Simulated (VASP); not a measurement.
Here is a VASP 6.6.1 calculation.

INCAR

```
PREC = Accurate
ENCUT = 600
EDIFF = 1E-7
ISMEAR = 0
SIGMA = 0.1
LREAL = F
LASPH = T
NELM = 80
ALGO = Fast
ISIF = 3
LWAVE = F
LCHARG = F
GGA = PE
IBRION = 2
NSW = 100
EDIFFG = -0.01
```

The input KPOINTS:

```
Automatic mesh
0
Gamma
  12 12 4
```

Contents of POSCAR:

```
RbAl2
1.0
    3.2747098284      0.0000000000      0.0000000000
   -1.6373549142      2.8359819014      0.0000000000
    0.0000000000      0.0000000000     16.8029987030
Rb Al
2 4
Direct
    0.3333333333      0.6666666667      0.2500000000
    0.6666666667      0.3333333333      0.7500000000
    0.3333333333      0.6666666667      0.5648694545
    0.6666666667      0.3333333333      0.0648694545
    0.3333333333      0.6666666667      0.9351305455
    0.6666666667      0.3333333333      0.4351305455
```

Potentials or basis: VASP PAW PBE potentials, release 64 (Rb_sv, Al).

Run with:

```console
$ cat potpaw_PBE.64/Rb_sv/POTCAR potpaw_PBE.64/Al/POTCAR > POTCAR
$ mpirun -np 1 vasp_std > vasp.out
```

What does it give for the relaxed volume?

26.53 Å³/atom.

Estimate the relaxed cell.

a = 3.327 Å, b = 3.327 Å, c = 16.612 Å, α = 90.00°, β = 90.00°, γ = 120.00°.

Estimate the space group after relaxing (to 0.1 Å).

P6_3/mmc (No. 194).

Predict the band gap on the k mesh.

zero (bands 15 and 16 overlap by 2.65 eV).

The path:
| step | energy change (eV) | largest force (eV/Å) | pressure (GPa) | volume (Å³) |
| --- | --- | --- | --- | --- |
| 1 | 0.0000 | 0.2077 | -0.05 | 156.05 |
| 2 | -0.0213 | 0.1107 | 0.30 | 155.87 |
| 3 | -0.0241 | 0.0477 | 0.48 | 155.77 |
| 4 | -0.0287 | 0.0259 | 0.21 | 157.67 |
| 5 | -0.0299 | 0.0073 | 0.00 | 159.29 |
| 6 | -0.0299 | 0.0081 | 0.01 | 159.22 |
| 7 | -0.0299 | 0.0074 | 0.00 | 159.21 |
